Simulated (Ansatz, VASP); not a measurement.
## Two plane-wave programs on CdTe

```
Cd Te
1.0
     0.00000    3.04808    3.04808
     3.04808    0.00000    3.04808
     3.04808    3.04808    0.00000
Cd Te
1 1
Cartesian
  3.0481 3.0481 3.0481
  0.0000 0.0000 0.0000
```

Alike in both runs: task single point; functional RPBE; dispersion D4; k mesh 6 × 6 × 6; occupations gaussian, width 0.05 eV; no spin polarisation.

|  | VASP | Ansatz |
| --- | --- | --- |
| version | VASP 6.6.1 | Ansatz 0.2.0 |
| potentials or method | VASP PAW PBE potentials, release 64 (Cd, Te), cutoff 500 eV | scalar-relativistic, plane waves, PAW |
| valence electrons in the cell | 18 | 36 |

Ansatz gave:

```
gap on the k mesh at the Fermi level (eV) : none
pressure (GPa)                            : -2.2
```

Problem. What did VASP give for the same quantities?

Solution. gap on the k mesh at the Fermi level (eV): none; pressure (GPa): -2.1.

VASP's potentials were made for PBE, not for RPBE. A gap of «none» marks a metal or a gap that the smearing closes. VASP's potentials hold 18 valence electrons a cell and Ansatz's 36, so a difference there can come from the potentials and not from the codes.

Neither program's run includes spin-orbit coupling.
